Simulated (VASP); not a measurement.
Here is a VASP 6.6.1 calculation.

File POSCAR:

```
Ti2O
1.0
    2.9222670847      0.0000000000      0.0000000000
   -1.4611335423      2.5307575320      0.0000000000
    0.0000000000      0.0000000000      4.7712684864
Ti O
2 1
Direct
    0.6666666667      0.3333333333      0.2694700126
    0.3333333333      0.6666666667      0.7305299874
    0.0000000000      0.0000000000      0.0000000000
```

File INCAR.step1:

```
SYSTEM = Ti2O
  ALGO = Normal
  EDIFF = 1E-4
  ENCUT = 520
  GGA = PE
  ISMEAR = 1
  LASPH = .TRUE.
  LCHARG = .FALSE.
  LREAL = .FALSE.
  LWAVE = .TRUE.
  NBANDS = 22
  NELM = 60
  PREC = Accurate
  SIGMA = 0.1
```

File INCAR.step2:

```
SYSTEM = Ti2O
  ALGO = Normal
  EDIFF = 1E-6
  ENCUT = 520
  ISIF = 2
  ISMEAR = 1
  ISTART = 1
  LASPH = .TRUE.
  LCHARG = .FALSE.
  LMIXTAU = .TRUE.
  LREAL = .FALSE.
  LWAVE = .FALSE.
  METAGGA = R2SCAN
  NBANDS = 22
  NELM = 60
  PREC = Accurate
  SIGMA = 0.1
```

The input KPOINTS:

```
k-points
0
G
  13 13 7
  0 0 0
```

Potentials or basis: VASP PAW PBE potentials, release 64 (Ti_sv, O).

Run with:

```console
$ cat potpaw_PBE.64/Ti_sv/POTCAR potpaw_PBE.64/O/POTCAR > POTCAR
$ cp INCAR.step1 INCAR
$ mpirun -np 1 vasp_std > vasp.out
$ cp INCAR.step2 INCAR
$ mpirun -np 1 vasp_std > vasp.out
```

(1) What does it give for the pressure?

(2) What does it give for the largest force?

(3) What does it give for the band gap on the k mesh?

Answers

(1) 7.1 GPa.

(2) 0.063 eV/Å.

(3) zero (band 15 reaches 10.93 eV, above the bottom of band 16 at 10.00 eV).

Caveat: the PAW data sets were made with another functional, which shifts forces and pressure a little.
